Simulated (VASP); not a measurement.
# Ho2Sb2N (P-6m2) in VASP: further runs

The runs below take Ho2Sb2N through single point, relaxation of cell and atoms, with PBE.

Program: VASP 6.6.1. These are calculated values, not measurements. Logs are shortened: lines on timing, memory, paths and dates and some standing lists are left out, and cuts for length are marked.

## Step 1: The cell of the first run

The structure is hexagonal, space group P-6m2 (No. 187). Conventional cell: a = 4.156 Å, b = 4.156 Å, c = 7.749 Å, α = 90.00°, β = 90.00°, γ = 120.00°. Within 4.2 Å of Ho (site symmetry 3m) lie 6 Sb at 3.07 to 3.10 Å and 3 N at 3.10 Å and 8 Ho at 3.83 to 4.16 Å. Within 4.2 Å of Sb (site symmetry -6m2) lie 6 Ho at 3.07 Å and 2 N at 3.87 Å and 6 Sb at 4.16 Å. Sb (site symmetry -6m2) has 3 N at 2.40 Å and 6 Ho at 3.10 Å within 3.2 Å. N (site symmetry -6m2) has 3 Sb at 2.40 Å and 6 Ho at 3.10 Å within 3.2 Å.

The cell was generated, and may not be a known phase.

## Step 2: Single point, PBE

The input, INCAR:

```
  ALGO = Normal
  EDIFF = 1E-6
  ENCUT = 600
  GGA = PE
  GGA_COMPAT = F
  ISIF = 2
  ISMEAR = 0
  LASPH = T
  LCHARG = F
  LMAXMIX = 6
  LREAL = F
  LWAVE = F
  NBANDS = 24
  NELM = 200
  PREC = Accurate
  SIGMA = 0.2
```

The input, KPOINTS:

```
k-points
0
Gamma
  4 4 2
```

The input, POSCAR:

```
Ho2Sb2N
1.0
    4.1563898182     -0.0000000028      0.0000000000
   -2.0781949067      3.5995391720      0.0000000000
    0.0000000000      0.0000000000      7.7487778982
Ho Sb N
2 2 1
Direct
    0.0000000000      0.0000000000      0.7471447638
    0.0000000000      0.0000000000      0.2528552362
    0.6666666667      0.3333333333      0.5000000000
    0.3333333333      0.6666666667      0.0000000000
    0.6666666667      0.3333333333      0.0000000000
```

Potentials or basis: VASP PAW PBE potentials, release 64 (Ho_3, Sb, N), 4f in core.

Launch:

```console
$ cat potpaw_PBE.64/Ho_3/POTCAR potpaw_PBE.64/Sb/POTCAR potpaw_PBE.64/N/POTCAR > POTCAR
$ mpirun -np 1 vasp_std > vasp.out
```

OUTCAR:

```text
EDIFF = 1E-6
   ENCUT = 600
   GGA = PE
   ISIF = 2
   ISMEAR = 0
   LASPH = T
   LREAL = F
   NELM = 200
   PREC = Accurate

 ion  position               nearest neighbor table
   1  0.000  0.000  0.747-   3 3.07   3 3.07   3 3.07   4 3.10   4 3.10   4 3.10
   2  0.000  0.000  0.253-   3 3.07   3 3.07   3 3.07   4 3.10   4 3.10   4 3.10
   3  0.667  0.333  0.500-   1 3.07   2 3.07   1 3.07   2 3.07   1 3.07   2 3.07
   4  0.333  0.667  0.000-   5 2.40   5 2.40   5 2.40   1 3.10   2 3.10   2 3.10   1 3.10   2 3.10
                             1 3.10
   5  0.667  0.333  0.000-   4 2.40   4 2.40   4 2.40

  LATTYP: Found a hexagonal cell.
 ALAT       =     4.1563898182
 C/A-ratio  =     1.8643048985

  Lattice vectors:

 A1 = (   4.1563898182,  -0.0000000028,   0.0000000000)
 A2 = (  -2.0781949067,   3.5995391720,   0.0000000000)
 A3 = (   0.0000000000,   0.0000000000,   7.7487778982)

Analysis of symmetry for initial positions (statically):
=====================================================================
 Subroutine PRICEL returns:
 Original cell was already a primitive cell.

 Routine SETGRP: Setting up the symmetry group for a
 hexagonal supercell.

 Subroutine GETGRP returns: Found 12 space group operations
 (whereof 12 operations were pure point group operations)
 out of a pool of 24 trial point group operations.

The static configuration has the point symmetry D_3h.

Analysis of symmetry for dynamics (positions and initial velocities):
=====================================================================
 Subroutine PRICEL returns:
 Original cell was already a primitive cell.

 Routine SETGRP: Setting up the symmetry group for a
 hexagonal supercell.

 Subroutine GETGRP returns: Found 12 space group operations
 (whereof 12 operations were pure point group operations)
 out of a pool of 24 trial point group operations.

The dynamic configuration has the point symmetry D_3h.

 Subroutine INISYM returns: Found 12 space group operations
 (whereof 12 operations are pure point group operations),
 and found     1 'primitive' translations

----------------------------------------------------------------------------------------

                                     Primitive cell

  volume of cell :     115.9301

  direct lattice vectors                    reciprocal lattice vectors
     4.156389818 -0.000000003  0.000000000     0.240593410  0.138906670  0.000000000
    -2.078194907  3.599539172  0.000000000     0.000000000  0.277813340  0.000000000
     0.000000000  0.000000000  7.748777898     0.000000000  0.000000000  0.129052608

  length of vectors
     4.156389818  4.156389818  7.748777898     0.277813340  0.277813340  0.129052608

  position of ions in fractional coordinates (direct lattice)
     0.000000000  0.000000000  0.747144764
     0.000000000  0.000000000  0.252855236
     0.666666667  0.333333333  0.500000000
     0.333333333  0.666666667  0.000000000
     0.666666667  0.333333333  0.000000000

  ion indices of the primitive-cell ions
   primitive index   ion index
                 1           1
                 2           2
                 3           3
                 4           4
                 5           5

----------------------------------------------------------------------------------------

 KPOINTS: k-points

Automatic generation of k-mesh.
 Grid dimensions read from file:
 generate k-points for:    4    4    2

 Generating k-lattice:

  Cartesian coordinates                     Fractional coordinates (reciprocal lattice)
     0.060148353  0.034726667  0.000000000     0.250000000  0.000000000  0.000000000
     0.000000000  0.069453335  0.000000000     0.000000000  0.250000000  0.000000000
     0.000000000  0.000000000  0.064526304     0.000000000  0.000000000  0.500000000

  Length of vectors
     0.069453335  0.069453335  0.064526304

  Shift w.r.t. Gamma in fractional coordinates (k-lattice)
     0.000000000  0.000000000  0.000000000

 Subroutine IBZKPT returns following result:
 ===========================================

 Found      8 irreducible k-points:

 Following reciprocal coordinates:
            Coordinates               Weight
  0.000000  0.000000  0.000000      1.000000
  0.250000 -0.000000  0.000000      6.000000
  0.500000 -0.000000  0.000000      3.000000
  0.250000  0.250000  0.000000      6.000000
  0.000000  0.000000  0.500000      1.000000
  0.250000 -0.000000  0.500000      6.000000
  0.500000 -0.000000  0.500000      3.000000
  0.250000  0.250000  0.500000      6.000000
   k-points           NKPTS =      8   k-points in BZ     NKDIM =      8   number of bands    NBANDS=     24
   number of dos      NEDOS =    301   number of ions     NIONS =      5
   total plane-waves  NPLWV =  82944
   dimension x,y,z NGX =    36 NGY =   36 NGZ =   64
   dimension x,y,z NGXF=    72 NGYF=   72 NGZF=  128
   ions per type =               2   2   1
   NGX,Y,Z   is equivalent  to a cutoff of  14.40, 14.40, 13.73 a.u.
[... 47 lines left out ...]
 NGX is ok and might be reduce to    36
   NGX = 17   NGY = 17   NGZ = 31

 number of electron      32.9999999 magnetization

 Free energy of the ion-electron system (eV)
  ---------------------------------------------------
  ext. energy  EPLUGINS =         0.00000000
  ---------------------------------------------------
  free energy    TOTEN  =       -27.32158768 eV

  energy without entropy =      -27.25584201  energy(sigma->0) =      -27.28871484

 E-fermi :   5.7692     XC(G=0): -10.3201

 val. band max:        5.7546784704   @ k =   0.2500   0.2500   0.5000
 cond. band min:       5.7937592971   @ k =   0.2500   0.2500   0.0000
 fundamental gap:      0.0390808267
 Fermi energy:         5.7691947815

 k-point     1 :       0.0000    0.0000    0.0000
  band No.  band energies     occupation
      1     -18.5006      2.00000
      2     -18.3829      2.00000
      3     -18.3829      2.00000
      4     -18.3666      2.00000
      5     -18.3666      2.00000
      6     -18.3230      2.00000
[... 16 lines left out ...]
     23       8.5706      0.00000
     24       9.0856      0.00000

 k-point     2 :       0.2500   -0.0000    0.0000
  band No.  band energies     occupation
      1     -18.4808      2.00000
      2     -18.4438      2.00000
      3     -18.4188      2.00000
      4     -18.3969      2.00000
      5     -18.3779      2.00000
      6     -18.3136      2.00000
[... 16 lines left out ...]
     23       8.9499      0.00000
     24       8.9973      0.00000

 k-point     3 :       0.5000   -0.0000    0.0000
  band No.  band energies     occupation
      1     -18.5045      2.00000
      2     -18.4702      2.00000
      3     -18.4598      2.00000
      4     -18.4109      2.00000
      5     -18.3892      2.00000
      6     -18.3042      2.00000
[... 16 lines left out ...]
     23       9.7978      0.00000
     24       9.8296      0.00000

 k-point     4 :       0.2500    0.2500    0.0000
  band No.  band energies     occupation
      1     -18.4813      2.00000
      2     -18.4600      2.00000
      3     -18.4501      2.00000
      4     -18.4342      2.00000
      5     -18.4096      2.00000
      6     -18.3043      2.00000
[... 16 lines left out ...]
     23       9.6203      0.00000
     24       9.7999      0.00000

 k-point     5 :       0.0000    0.0000    0.5000
  band No.  band energies     occupation
      1     -18.4130      2.00000
      2     -18.4129      2.00000
      3     -18.3751      2.00000
      4     -18.3751      2.00000
      5     -18.3744      2.00000
      6     -18.3744      2.00000
[... 16 lines left out ...]
     23       8.3917      0.00000
     24       8.3917      0.00000

 k-point     6 :       0.2500   -0.0000    0.5000
  band No.  band energies     occupation
      1     -18.4340      2.00000
      2     -18.4314      2.00000
      3     -18.3991      2.00000
      4     -18.3946      2.00000
      5     -18.3877      2.00000
      6     -18.3872      2.00000
[... 16 lines left out ...]
     23       9.1021      0.00000
     24       9.1541      0.00000

 k-point     7 :       0.5000   -0.0000    0.5000
  band No.  band energies     occupation
      1     -18.4888      2.00000
      2     -18.4859      2.00000
      3     -18.4002      2.00000
      4     -18.3999      2.00000
      5     -18.3860      2.00000
      6     -18.3797      2.00000
[... 16 lines left out ...]
     23       9.8065      0.00000
     24       9.8335      0.00000

 k-point     8 :       0.2500    0.2500    0.5000
  band No.  band energies     occupation
      1     -18.4670      2.00000
      2     -18.4646      2.00000
      3     -18.4222      2.00000
      4     -18.4218      2.00000
      5     -18.3860      2.00000
      6     -18.3795      2.00000
[... 16 lines left out ...]
     23       9.7311      0.00000
     24       9.8753      0.00000

------------------------ aborting loop because EDIFF is reached ----------------------------------------

  FORCE on cell =-STRESS in cart. coord.  units (eV):
  Direction    XX          YY          ZZ          XY          YZ          ZX
  --------------------------------------------------------------------------------------
  -------------------------------------------------------------------------------------
  Total        0.0943859      0.0943859      0.2782246     -0.0000000      0.0000000     -0.0000000
  in kB        1.3044318      1.3044318      3.8451181     -0.0000000      0.0000000     -0.0000000
  external PRESSURE =       2.1513272 kB  Pullay stress =       0.0000000 kB

 VOLUME and BASIS-vectors are now :
 -----------------------------------------------------------------------------
  energy-cutoff  :      600.00
  volume of cell :      115.93
      direct lattice vectors                 reciprocal lattice vectors
     4.156389818 -0.000000003  0.000000000     0.240593410  0.138906670  0.000000000
    -2.078194907  3.599539172  0.000000000     0.000000000  0.277813340  0.000000000
     0.000000000  0.000000000  7.748777898     0.000000000  0.000000000  0.129052608

 POSITION                                       TOTAL-FORCE (eV/Angst)
 -----------------------------------------------------------------------------------
      0.00000      0.00000      5.78946         0.000000     -0.000000      0.026760
      0.00000      0.00000      1.95932         0.000000     -0.000000     -0.026760
      2.07819      1.19985      3.87439         0.000000     -0.000000      0.000000
      0.00000      2.39969      0.00000        -0.000000     -0.000000      0.000000
      2.07819      1.19985      0.00000        -0.000000      0.000000      0.000000
 -----------------------------------------------------------------------------------
    total drift:                               -0.000000      0.000000      0.000000

  FREE ENERGIE OF THE ION-ELECTRON SYSTEM (eV)
  ---------------------------------------------------
  free  energy   TOTEN  =       -27.3215876788 eV

  energy  without entropy=      -27.2558420054  energy(sigma->0) =      -27.28871484
```

It took 44 s on 1 thread of Intel Xeon Platinum 8488C (Sapphire Rapids), shared host; peak memory 0.28 GiB.

What came out:

| Quantity | Value |
| --- | --- |
| Free energy | -27.3216 eV |
| Pressure | 0.2 GPa |
| Largest force | 0.027 eV/Å |
| Band gap on the k mesh | zero (an odd number of electrons rules out a gap without spin polarisation) |

Forces on the atoms (eV/Å):
```
Ho   0.000  0.000  0.027
Ho   0.000  0.000 -0.027
Sb   0.000  0.000  0.000
Sb   0.000  0.000  0.000
N    0.000  0.000  0.000
```

Stress tensor (GPa, compression positive):
```
0.13 0.00 0.00
0.00 0.13 0.00
0.00 0.00 0.38
```

Caveat: the k points lie up to 0.44 Å⁻¹ apart, too coarse for converged energies and pressures of a metal; spin-orbit coupling is left out, which moves the levels of the heavy elements; the 4f electrons are frozen in the core, so they carry no moment and show no levels; the run has no spin polarisation, though such a crystal can be magnetic. With open d or f shells a metallic result of PBE can be an artefact of self-interaction; +U or a hybrid may open a gap.

## Step 3: Single point, PBE

This run uses another cell than the first one, of 25.80 Å³/atom.

The input, INCAR:

```
SYSTEM = Ho2Sb2N
  ALGO = Normal
  EDIFF = 1E-6
  ENCUT = 600
  GGA = PE
  GGA_COMPAT = .FALSE.
  ISIF = 2
  ISMEAR = 0
  LASPH = .TRUE.
  LCHARG = .FALSE.
  LMAXMIX = 6
  LREAL = .FALSE.
  LWAVE = .FALSE.
  NBANDS = 24
  NELM = 200
  PREC = Accurate
  SIGMA = 0.2
```

The input, KPOINTS:

```
k-points
0
G
  4 4 3
  0 0 0
```

The input, POSCAR:

```
Ho2Sb2N
1.0
    4.2559946566     -0.0000000028      0.0000000000
   -2.1279973259      3.6857994924      0.0000000000
    0.0000000000      0.0000000000      8.2228658682
Ho Sb N
2 2 1
Direct
    0.6666666667      0.3333333333      0.7317219091
    0.6666666667      0.3333333333      0.2682780909
    0.0000000000      0.0000000000      0.0000000000
    0.0000000000      0.0000000000      0.5000000000
    0.6666666667      0.3333333333      0.0000000000
```

Potentials or basis: VASP PAW PBE potentials, release 64 (Ho_3, Sb, N), 4f in core.

Launch:

```console
$ cat potpaw_PBE.64/Ho_3/POTCAR potpaw_PBE.64/Sb/POTCAR potpaw_PBE.64/N/POTCAR > POTCAR
$ mpirun -np 1 vasp_std > vasp.out
```

Run time: 54 s. Hardware: 1 thread of Intel Xeon Platinum 8488C (Sapphire Rapids), shared host; peak memory 0.29 GiB.

The run converged. Its results:

* Free energy: -28.2065 eV
* Pressure: 0.9 GPa
* Largest force: 0.030 eV/Å
* Band gap on the k mesh: zero (an odd number of electrons rules out a gap without spin polarisation)

Forces in eV/Å, atoms in the order of the input:
```
Ho   0.000  0.000 -0.030
Ho   0.000  0.000  0.030
Sb   0.000  0.000  0.000
Sb   0.000  0.000  0.000
N    0.000  0.000  0.000
```

Stress tensor (GPa, compression positive):
```
0.60 0.00 0.00
0.00 0.60 0.00
0.00 0.00 1.43
```

Levels at points of the mesh, in eV from the Fermi level:
```
           k point  band 14  band 15  band 16  band 17  band 18  band 19
(0.00, 0.00, 0.00)    -0.86    -0.86     0.34     0.41     1.25     1.25
(0.50, 0.00, 0.00)    -2.83    -1.03    -0.98     0.36     0.65     1.53
```

Caveat: the k points lie up to 0.43 Å⁻¹ apart, too coarse for converged energies and pressures of a metal; spin-orbit coupling is left out, which moves the levels of the heavy elements; the 4f electrons are frozen in the core, so they carry no moment and show no levels; the run has no spin polarisation, though such a crystal can be magnetic.

## Step 4: Relaxation of cell and atoms, PBE

This run uses another cell than the first one, of 23.38 Å³/atom.

The input, INCAR:

```
ALGO = Normal
EDIFF = 1E-7
EDIFFG = -0.08
ENCUT = 600
GGA = PE
GGA_COMPAT = F
IBRION = 2
ISIF = 3
ISMEAR = 0
LASPH = T
LCHARG = F
LMAXMIX = 6
LREAL = F
LWAVE = F
NELM = 200
NELMIN = 4
NSW = 36
PREC = Accurate
SIGMA = 0.2
```

The input, KPOINTS:

```
k-points
0
Gamma
  4 4 3
```

The input, POSCAR:

```
Ho2Sb2N
1.0
    4.3274606100      0.0000000000      0.0000000000
   -2.1637303000      3.7476908200      0.0000000000
    0.0000000000      0.0000000000      7.2095602900
Ho Sb N
2 2 1
Direct
    0.6666666700      0.3333333300      0.6723608700
    0.6666666700      0.3333333300      0.3276391300
    0.0000000000      0.0000000000      0.0000000000
    0.0000000000      0.0000000000      0.5000000000
    0.6666666700      0.3333333300      0.0000000000
```

Launch:

```console
$ cat potpaw_PBE.64/Ho_3/POTCAR potpaw_PBE.64/Sb/POTCAR potpaw_PBE.64/N/POTCAR > POTCAR
$ mpirun -np 1 vasp_std > vasp.out
```

Run time: 4.6 min. Hardware: 1 thread of Intel Xeon Platinum 8488C (Sapphire Rapids), shared host; peak memory 0.3 GiB.

The run converged. Its results:

| Quantity | Value |
| --- | --- |
| Free energy | -28.2078 eV |
| Relaxed volume | 26.22 Å³/atom |
| Relaxed cell | a = 4.278 Å, b = 4.278 Å, c = 8.270 Å, α = 90.00°, β = 90.00°, γ = 120.00° |
| Space group after relaxing (to 0.1 Å) | P-6m2 (No. 187) |
| Energy gained by relaxing | 813.1 meV/atom |
| Ionic steps | 8 |
| Pressure after relaxing | -0.2 GPa |
| Largest force after relaxing | 0.041 eV/Å |
| Band gap on the k mesh | zero (an odd number of electrons rules out a gap without spin polarisation) |

Forces in eV/Å, atoms in the order of the input:
```
Ho   0.000  0.000 -0.041
Ho   0.000  0.000  0.041
Sb   0.000  0.000  0.000
Sb   0.000  0.000  0.000
N    0.000  0.000  0.000
```

Stress tensor (GPa, compression positive):
```
-0.24  0.00  0.00
 0.00 -0.24  0.00
 0.00  0.00 -0.12
```

Step by step:
| step | energy change (eV) | largest force (eV/Å) | pressure (GPa) | volume (Å³) |
| --- | --- | --- | --- | --- |
| 1 | 0.0000 | 7.5630 | 13.19 | 116.92 |
| 2 | -3.4724 | 1.2325 | -5.57 | 152.57 |
| 3 | -3.4925 | 1.5659 | -4.93 | 149.31 |
| 4 | -3.7591 | 1.2068 | 2.21 | 135.04 |
| 5 | -3.8118 | 0.2667 | -0.23 | 138.85 |
| 6 | -3.9731 | 0.1797 | -0.35 | 135.35 |
| 7 | -4.0589 | 0.0116 | -0.04 | 129.69 |
| 8 | -4.0654 | 0.0412 | -0.20 | 131.09 |

Final structure:
```
CELL_PARAMETERS angstrom
4.27819 0.00000 0.00000
-2.13909 3.70502 0.00000
0.00000 0.00000 8.27015
ATOMIC_POSITIONS crystal
Ho 0.66667 0.33333 0.73250
Ho 0.66667 0.33333 0.26750
Sb 0.00000 0.00000 0.00000
Sb 0.00000 0.00000 0.50000
N 0.66667 0.33333 0.00000
```

Levels at points of the mesh, in eV from the Fermi level:
| k point | band 12 | band 13 | band 14 | band 15 | band 16 | band 17 | band 18 | band 19 | band 20 |
| --- | --- | --- | --- | --- | --- | --- | --- | --- | --- |
| (0.00, 0.00, 0.00) | -3.93 | -2.87 | -0.83 | -0.83 | 0.31 | 0.39 | 1.23 | 1.23 | 1.47 |
| (0.50, 0.00, 0.00) | -3.47 | -2.86 | -2.80 | -1.02 | -0.95 | 0.36 | 0.65 | 1.53 | 3.10 |

Caveat: the k points lie up to 0.42 Å⁻¹ apart in the final cell, too coarse for converged energies and pressures of a metal; spin-orbit coupling is left out, which moves the levels of the heavy elements; the 4f electrons are frozen in the core, so they carry no moment and show no levels; the run has no spin polarisation, though such a crystal can be magnetic; the relaxation stopped at a loose force limit of 0.08 eV/Å, so its end isn't a converged minimum. With open d or f shells a metallic result of PBE can be an artefact of self-interaction; +U or a hybrid may open a gap.

## Step 5: The runs side by side

| task | cell | k mesh | gap on the mesh (eV) | pressure (GPa) | largest force (eV/Å) |
| --- | --- | --- | --- | --- | --- |
| single point | a = 4.156, b = 4.156, c = 7.749 Å, angles 90.0, 90.0, 120.0°, 5 atoms, atomic positions A | 4 × 4 × 2 | none | 0.2 | 0.03 |
| single point | a = 4.256, b = 4.256, c = 8.223 Å, angles 90.0, 90.0, 120.0°, 5 atoms, atomic positions B | 4 × 4 × 3 | none | 0.9 | 0.03 |
| relaxation of cell and atoms | relaxed from a = 4.327, b = 4.327, c = 7.210 Å, angles 90.0, 90.0, 120.0°, 5 atoms, atomic positions C | 4 × 4 × 3 | none | -0.2 | 0.04 |

Alike in all rows: level PBE; potentials or basis VASP PAW PBE potentials, release 64 (Ho_3, Sb, N), 4f in core; no spin polarisation; cutoff (eV) 600; smearing gaussian 0.2 eV.

Caveats: all runs use coarse meshes; spin-orbit coupling is left out, which moves the levels of the heavy elements; the 4f electrons are frozen in the core, so they carry no moment and show no levels; the run has no spin polarisation, though such a crystal can be magnetic; the relaxation stopped at a loose force limit of 0.08 eV/Å, so its end isn't a converged minimum (at least some runs).

Absolute energies hang on the potentials; compare differences alone.

The gap in the log of VASP goes by the Fermi energy; the results here count the filled bands.